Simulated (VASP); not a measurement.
Wanted: the native input for a VASP 6.6.1 run.

```
Task                   : single point
Functional             : PBEsol
Potentials or basis    : VASP PAW PBE potentials, release 64 (Lu)
Cutoff                 : 520 eV
k mesh                 : 7 × 7 × 4
Occupations            : fermi-dirac, width 0.05 eV
Spin                   : no spin polarisation
Dipole correction      : no
Further INCAR settings : ALGO = Normal; EDIFF = 1e-07; NBANDS = 32
```

The structure of Lu lies in POSCAR:

```
Lu
1.0
    3.5031000000      0.0000000000      0.0000000000
   -1.7515500000      3.0337735920      0.0000000000
    0.0000000000      0.0000000000      5.5509000000
Lu
2
Direct
    0.3333333782      0.6666667563      0.2500000000
    0.6666666891      0.3333333782      0.7500000000
```

The input as run:

INCAR

```
SYSTEM = Lu
PREC     = Accurate       ! precision mode
ENCUT    = 520            ! plane-wave cutoff, eV
EDIFF    = 1E-7           ! SCF threshold, eV
ISMEAR   = -1             ! smearing method
SIGMA    = 0.05           ! smearing width, eV
LREAL    = .False.        ! projectors in reciprocal space
LASPH    = .True.         ! aspherical terms in the spheres
NELM     = 80             ! most SCF steps
ALGO     = Normal         ! electronic algorithm
ISIF     = 2              ! what is computed and relaxed
LWAVE    = .False.        ! write WAVECAR
LCHARG   = .True.         ! write CHGCAR
GGA      = PS             ! functional
LELF     = .True.         ! ELF
LVHAR    = .True.       
NBANDS   = 32             ! bands
```

KPOINTS

```
regular mesh
0
Gamma
  7 7 4
  0 0 0
```

Potentials or basis: VASP PAW PBE potentials, release 64 (Lu).

Command:

```bash
$ cat potpaw_PBE.64/Lu/POTCAR > POTCAR
$ mpirun -np 1 vasp_std > vasp.out
```

Results of the run:

| Property | Result |
| --- | --- |
| Pressure | -3.1 GPa |
| Band gap on the k mesh | zero (band 25 reaches 3.17 eV, above the bottom of band 26 at 1.48 eV) |

Caveat: the PAW data sets were made with another functional, which shifts forces and pressure a little; spin-orbit coupling is left out, which moves the levels of the heavy elements.

It took 24 s on 1 thread of Intel(R) Xeon(R) 6975P-C (Granite Rapids), with other jobs on the host, peak memory 0.19 GiB.
